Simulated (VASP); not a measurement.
A run of VASP 6.6.1 is set up as follows.

Contents of INCAR:

```
PREC     = Accurate       # precision mode
ENCUT    = 520            # plane-wave cutoff, eV
EDIFF    = 1E-7           # SCF threshold, eV
ISMEAR   = -1             # smearing method
SIGMA    = 0.05           # smearing width, eV
LREAL    = F              # projectors in reciprocal space
LASPH    = T              # aspherical terms in the spheres
NELM     = 150            # most SCF steps
ALGO     = Normal         # electronic algorithm
ISIF     = 2              # what is computed and relaxed
LWAVE    = F              # write WAVECAR
LCHARG   = F              # write CHGCAR
ISPIN    = 2              # spin polarisation
MAGMOM   = 1 1 1 1 0 0 0 0 # initial moments
LORBIT   = 11             # projections on sites
LMAXMIX  = 4              # l up to which the mixer works
GGA      = PS             # functional
NBANDS   = 42             # bands
```

File KPOINTS:

```
Automatic mesh
0
Gamma
  5 7 4
```

File POSCAR:

```
SiNi
1.0
    5.1731000000      0.0000000000      0.0000000000
    0.0000000000      3.3381000000      0.0000000000
    0.0000000000      0.0000000000      5.6049000000
Ni Si
4 4
Direct
    0.9922100000      0.7500000000      0.8124800000
    0.5077900000      0.2500000000      0.3124800000
    0.4922100000      0.7500000000      0.6875200000
    0.0077900000      0.2500000000      0.1875200000
    0.6787200000      0.2500000000      0.9175000000
    0.8212800000      0.7500000000      0.4175000000
    0.1787200000      0.2500000000      0.5825000000
    0.3212800000      0.7500000000      0.0825000000
```

Potentials or basis: VASP PAW PBE potentials, release 64 (Ni, Si).

The run is started by

```bash
$ cat potpaw_PBE.64/Ni/POTCAR potpaw_PBE.64/Si/POTCAR > POTCAR
$ mpirun -np 1 vasp_std > vasp.out
```

(1) What does it give for the band gap on the k mesh?

(2) What does it give for the pressure?

(3) What does it give for the net moment?

Answers

(1) zero (filled and empty bands overlap).

(2) -4.2 GPa.

(3) 0.00 μB per cell.

Caveat: the PAW data sets were made with another functional, which shifts forces and pressure a little.
